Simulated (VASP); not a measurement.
# In (Im-3m) in VASP: notebook, part 2 of 2

VASP 6.6.1.

## Step 3: Single point, PBE

This run uses another cell than the first one, of 29.43 Å³/atom.

Contents of INCAR:

```
PREC = Accurate ; ENCUT = 520
EDIFF = 1E-7 ; ISMEAR = -1
SIGMA = 0.06122561905347299 ; LREAL = False
LASPH = True ; NELM = 80
ALGO = Normal ; ISIF = 2
LWAVE = False ; LCHARG = False
GGA = PE ; NBANDS = 12
```

Contents of KPOINTS:

```
regular mesh
0
Gamma
  14 14 14
```

Contents of POSCAR:

```
In
1.0
   -1.9450110691      1.9450110691      1.9450110691
    1.9450110691     -1.9450110691      1.9450110691
    1.9450110691      1.9450110691     -1.9450110691
In
1
Direct
    0.0000000000      0.0000000000      0.0000000000
```

Potentials or basis: VASP PAW PBE potentials, release 64 (In_d).

Started as:

```console
> cat potpaw_PBE.64/In_d/POTCAR > POTCAR
> mpirun -np 1 vasp_std > vasp.out
```

OUTCAR:

```text
PREC = Accurate
   ENCUT = 520
   EDIFF = 1E-7
   ISMEAR = -1
   LREAL = False
   LASPH = True
   NELM = 80
   ISIF = 2
   GGA = PE

 ion  position               nearest neighbor table
   1  0.000  0.000  0.000-

  LATTYP: Found a body centered cubic cell.
 ALAT       =     3.8900221382

  Lattice vectors:

 A1 = (  -1.9450110691,   1.9450110691,   1.9450110691)
 A2 = (   1.9450110691,  -1.9450110691,   1.9450110691)
 A3 = (   1.9450110691,   1.9450110691,  -1.9450110691)

Analysis of symmetry for initial positions (statically):
=====================================================================
 Subroutine PRICEL returns:
 Original cell was already a primitive cell.

 Routine SETGRP: Setting up the symmetry group for a
 body centered cubic supercell.

 Subroutine GETGRP returns: Found 48 space group operations
 (whereof 48 operations were pure point group operations)
 out of a pool of 48 trial point group operations.

The static configuration has the point symmetry O_h .

Analysis of symmetry for dynamics (positions and initial velocities):
=====================================================================
 Subroutine PRICEL returns:
 Original cell was already a primitive cell.

 Routine SETGRP: Setting up the symmetry group for a
 body centered cubic supercell.

 Subroutine GETGRP returns: Found 48 space group operations
 (whereof 48 operations were pure point group operations)
 out of a pool of 48 trial point group operations.

The dynamic configuration has the point symmetry O_h .

 Subroutine INISYM returns: Found 48 space group operations
 (whereof 48 operations are pure point group operations),
 and found     1 'primitive' translations

----------------------------------------------------------------------------------------

                                     Primitive cell

  volume of cell :      29.4324

  direct lattice vectors                    reciprocal lattice vectors
    -1.945011069  1.945011069  1.945011069     0.000000000  0.257067946  0.257067946
     1.945011069 -1.945011069  1.945011069     0.257067946  0.000000000  0.257067946
     1.945011069  1.945011069 -1.945011069     0.257067946  0.257067946  0.000000000

  length of vectors
     3.368857993  3.368857993  3.368857993     0.363548975  0.363548975  0.363548975

  position of ions in fractional coordinates (direct lattice)
     0.000000000  0.000000000  0.000000000

  ion indices of the primitive-cell ions
   primitive index   ion index
                 1           1

----------------------------------------------------------------------------------------

 KPOINTS: regular mesh

Automatic generation of k-mesh.
 Grid dimensions read from file:
 generate k-points for:   14   14   14

 Generating k-lattice:

  Cartesian coordinates                     Fractional coordinates (reciprocal lattice)
     0.000000000  0.018361996  0.018361996     0.071428571  0.000000000  0.000000000
     0.018361996  0.000000000  0.018361996     0.000000000  0.071428571  0.000000000
     0.018361996  0.018361996  0.000000000     0.000000000  0.000000000  0.071428571

  Length of vectors
     0.025967784  0.025967784  0.025967784

  Shift w.r.t. Gamma in fractional coordinates (k-lattice)
     0.000000000  0.000000000  0.000000000

 Subroutine IBZKPT returns following result:
 ===========================================

 Found    104 irreducible k-points:

 Following reciprocal coordinates:
            Coordinates               Weight
  0.000000  0.000000  0.000000      1.000000
  0.071429  0.000000  0.000000     12.000000
  0.142857  0.000000  0.000000     12.000000
  0.214286  0.000000  0.000000     12.000000
  0.285714  0.000000  0.000000     12.000000
  0.357143  0.000000  0.000000     12.000000
[... 16 lines left out ...]
  0.285714  0.285714  0.000000     24.000000
  0.357143  0.285714  0.000000     24.000000
 [... further k-points ...]
   k-points           NKPTS =    104   k-points in BZ     NKDIM =    104   number of bands    NBANDS=     12
   number of dos      NEDOS =    301   number of ions     NIONS =      1
   total plane-waves  NPLWV =  21952
   dimension x,y,z NGX =    28 NGY =   28 NGZ =   28
   dimension x,y,z NGXF=    56 NGYF=   56 NGZF=   56
   ions per type =               1
   NGX,Y,Z   is equivalent  to a cutoff of  13.82, 13.82, 13.82 a.u.
   NGXF,Y,Z  is equivalent  to a cutoff of  27.63, 27.63, 27.63 a.u.
 SYSTEM =  unknown system
   PREC   = accura    normal or accurate (medium, high low for compatibility)
   ISTART =      0    job   : 0-new  1-cont  2-samecut
   ICHARG =      2    charge: 1-file 2-atom 10-const
   ISPIN  =      1    spin polarized calculation?
   LNONCOLLINEAR =      F non collinear calculations
   LSORBIT =      F    spin-orbit coupling
   LASPH  =      T    aspherical Exc in radial PAW
   ENCUT  =  520.0 eV  38.22 Ry    6.18 a.u.   6.26  6.26  6.26*2*pi/ulx,y,z
   NELM   =     80;   NELMIN=  2; NELMDL= -5     # of ELM steps
   EDIFF  = 0.1E-06   stopping-criterion for ELM
   LREAL  =      F    real-space projection
   EDIFFG = 0.1E-05   stopping-criterion for IOM
   NSW    =      0    number of steps for IOM
   IBRION =     -1    ionic relax: 0-MD 1-quasi-New 2-CG
   NFREE  =      0    steps in history (QN), initial steepest desc. (CG)
   ISIF   =      2    stress and relaxation
   ISYM   =      2    0-nonsym 1-usesym 2-fastsym
   POTIM  = 0.5000    time-step for ionic-motion
   TEBEG  =    0.0;   TEEND  =   0.0 temperature during run
   PSTRESS=    0.0 pullay stress
   NELECT =      13.0000    total number of electrons
   NUPDOWN=      -1.0000    fix difference up-down
   EMIN   =  10.00;   EMAX   =-10.00  energy-range for DOS
   EFERMI =   0.00;   METHOD = LEGACY
   ISMEAR =    -1;   SIGMA  =   0.06  broadening in eV -4-tet -1-fermi 0-gaus
   EFERMI_NEDOS =   21; number of points for ismear=-14 and -15
   IALGO  =     38    algorithm
   IMIX   =      4    mixing-type and parameters
     AMIX     =   0.40;   BMIX     =  1.00
     AMIX_MAG =   1.60;   BMIX_MAG =  1.00
  volume/ion in A,a.u.               =      29.43       198.62
  Fermi-wavevector in a.u.,A,eV,Ry     =   1.246753  2.356022 21.148813  1.554394
  Thomas-Fermi vector in A             =   2.380917
   LORBIT       =      0    0 simple, 1 ext, 2 COOP (PROOUT), +10 PAW based schemes
   GGA     = PE    functional components
   LHFCALC =     F    Hartree Fock is set to
   AEXX    =    0.0000 exact exchange contribution
   IVDW    =     0    specifies the selected vdW correction
   LEPSILON=     F    determine dielectric tensor
   LRPA    =     F    only Hartree local field effects (RPA)
 non-spin polarized calculation
  energy-cutoff  :      520.00
  volume of cell :       29.43
 maximum number of plane-waves:       806
 NGX is ok and might be reduce to    28
   NGX = 13   NGY = 13   NGZ = 13

 number of electron      12.9999998 magnetization

 Free energy of the ion-electron system (eV)
  ---------------------------------------------------
  ext. energy  EPLUGINS =         0.00000000
  ---------------------------------------------------
  free energy    TOTEN  =        -2.54202560 eV

  energy without entropy =       -2.53320185  energy(sigma->0) =       -2.53761372

 E-fermi :   6.2297     XC(G=0):  -9.7074

 val. band max:        6.2256644127   @ k =  -0.3571   0.5000   0.2143
 cond. band min:       6.2571947491   @ k =  -0.3571   0.4286   0.1429
 fundamental gap:      0.0315303364
 Fermi energy:         6.2296597201

 k-point     1 :       0.0000    0.0000    0.0000
  band No.  band energies     occupation
      1      -8.3094      2.00000
      2      -8.3094      2.00000
      3      -8.3094      2.00000
      4      -8.1049      2.00000
      5      -8.1049      2.00000
      6      -2.5086      2.00000
      7      16.1420      0.00000
      8      16.1420      0.00000
      9      16.1420      0.00000
     10      18.8957      0.00000
     11      18.8957      0.00000
     12      18.8957      0.00000
[... 331 lines left out ...]
 k-point    24 :       0.3571    0.2857    0.0000
  band No.  band energies     occupation
      1      -8.3473      2.00000
      2      -8.2129      2.00000
      3      -8.1687      2.00000
      4      -8.0999      2.00000
      5      -8.0671      2.00000
      6       3.2806      2.00000
      7       5.0036      2.00000
      8       6.2591      0.76386
      9      11.9472      0.00000
     10      18.3992      0.00000
     11      19.5676      0.00000
     12      19.8302      0.00000

 [... further k-points ...]

------------------------ aborting loop because EDIFF is reached ----------------------------------------

  FORCE on cell =-STRESS in cart. coord.  units (eV):
  Direction    XX          YY          ZZ          XY          YZ          ZX
  --------------------------------------------------------------------------------------
  -------------------------------------------------------------------------------------
  Total       -0.3151628     -0.3151628     -0.3151628     -0.0000000     -0.0000000      0.0000000
  in kB      -17.1561283    -17.1561283    -17.1561283     -0.0000000     -0.0000000      0.0000000
  external PRESSURE =     -17.1561283 kB  Pullay stress =       0.0000000 kB

 VOLUME and BASIS-vectors are now :
 -----------------------------------------------------------------------------
  energy-cutoff  :      520.00
  volume of cell :       29.43
      direct lattice vectors                 reciprocal lattice vectors
    -1.945011069  1.945011069  1.945011069     0.000000000  0.257067946  0.257067946
     1.945011069 -1.945011069  1.945011069     0.257067946  0.000000000  0.257067946
     1.945011069  1.945011069 -1.945011069     0.257067946  0.257067946  0.000000000

 POSITION                                       TOTAL-FORCE (eV/Angst)
 -----------------------------------------------------------------------------------
      0.00000      0.00000      0.00000        -0.000000      0.000000     -0.000000
 -----------------------------------------------------------------------------------
    total drift:                               -0.000000     -0.000000      0.000000

  FREE ENERGIE OF THE ION-ELECTRON SYSTEM (eV)
  ---------------------------------------------------
  free  energy   TOTEN  =        -2.5420255993 eV

  energy  without entropy=       -2.5332018475  energy(sigma->0) =       -2.53761372
```

OSZICAR:

```text
N       E                     dE             d eps       ncg     rms          rms(c)
DAV:   1     0.781466992632E+02    0.78147E+02   -0.62665E+03  2512   0.131E+03
DAV:   2     0.124340719039E+01   -0.76903E+02   -0.75154E+02  2576   0.286E+02
DAV:   3    -0.247149810659E+01   -0.37149E+01   -0.37028E+01  3048   0.639E+01
DAV:   4    -0.255862259999E+01   -0.87124E-01   -0.87093E-01  3172   0.995E+00
DAV:   5    -0.256247844710E+01   -0.38558E-02   -0.38557E-02  3384   0.182E+00    0.177E+00
DAV:   6    -0.254536580131E+01    0.17113E-01   -0.28586E-02  3072   0.324E+00    0.881E-01
DAV:   7    -0.254217979215E+01    0.31860E-02   -0.91911E-03  3116   0.167E+00    0.208E-01
DAV:   8    -0.254201741626E+01    0.16238E-03   -0.69497E-04  3112   0.436E-01    0.299E-02
DAV:   9    -0.254202470871E+01   -0.72924E-05   -0.13401E-05  3576   0.450E-02    0.117E-02
DAV:  10    -0.254202558427E+01   -0.87556E-06   -0.10641E-06  2760   0.963E-03    0.143E-03
DAV:  11    -0.254202559927E+01   -0.14998E-07   -0.39920E-08  2060   0.238E-03
   1 F= -.25420256E+01 E0= -.25376137E+01  d E =-.882375E-02
```

Wall time 46 s (1 thread of AMD EPYC 7R13, shared host); peak memory 0.15 GiB.

What came out:

| Property | Result |
| --- | --- |
| Free energy | -2.5420 eV |
| Pressure | -1.7 GPa |
| Band gap on the k mesh | zero (an odd number of electrons rules out a gap without spin polarisation) |

Caveat: spin-orbit coupling is left out, which moves the levels of the heavy elements.

## Step 4: Single point, PBE

This run uses another cell than the first one, of 26.10 Å³/atom.

Contents of INCAR:

```
SYSTEM = In
ALGO = Normal ; EDIFF = 1E-6
ENCUT = 520 ; GGA = PE
ISIF = 2 ; ISMEAR = -1
LASPH = .TRUE. ; LCHARG = .TRUE.
LELF = .TRUE. ; LREAL = .FALSE.
LVHAR = .TRUE. ; LWAVE = .FALSE.
NBANDS = 12 ; NELM = 80
PREC = Accurate ; SIGMA = 0.06122561905347299
```

Contents of KPOINTS:

```
k-points
0
G
  20 20 20
  0 0 0
```

Contents of POSCAR:

```
In
1.0
   -1.8686562023      1.8686562023      1.8686562023
    1.8686562023     -1.8686562023      1.8686562023
    1.8686562023      1.8686562023     -1.8686562023
In
1
Direct
    0.0000000000      0.0000000000      0.0000000000
```

Started as:

```console
> cat potpaw_PBE.64/In_d/POTCAR > POTCAR
> mpirun -np 1 vasp_std > vasp.out
```

It took 67 s on 1 thread of AMD EPYC 7R13, shared host; peak memory 0.17 GiB.

The run converged. Its results:

| Item | Value |
| --- | --- |
| Free energy | -2.5393 eV |
| Pressure | 2.5 GPa |
| Band gap on the k mesh | zero (an odd number of electrons rules out a gap without spin polarisation) |

Levels at points of the mesh, in eV from the Fermi level:
```csv
k point,band 3,band 4,band 5,band 6,band 7,band 8,band 9,band 10
"(0.00, 0.00, 0.00)",-14.68,-14.41,-14.41,-9.55,11.15,11.15,11.15,13.02
"(0.50, 0.00, 0.00)",-14.42,-14.41,-14.23,-3.92,-3.20,5.94,7.35,10.13
"(0.50, 0.50, 0.50)",-14.27,-14.27,-14.27,1.06,1.27,1.27,1.27,5.28
```

Caveat: spin-orbit coupling is left out, which moves the levels of the heavy elements.

## Step 5: Overview

```csv
cell,k mesh,gap on the mesh (eV),pressure (GPa)
"a = 3.348 Å, angles 109.5°, 1 atom",14 × 14 × 14,none,-1.2
"a = 3.369 Å, angles 109.5°, 1 atom",14 × 14 × 14,none,-1.7
"a = 3.237 Å, angles 109.5°, 1 atom",20 × 20 × 20,none,2.5
```

Alike in all rows: task single point; level PBE; potentials or basis VASP PAW PBE potentials, release 64 (In_d); no spin polarisation; cutoff (eV) 520; smearing fermi-dirac 0.0612256 eV.

Caveats: spin-orbit coupling is left out, which moves the levels of the heavy elements.

Total energies depend on the potentials used, so only differences within one code and one set of settings carry meaning.
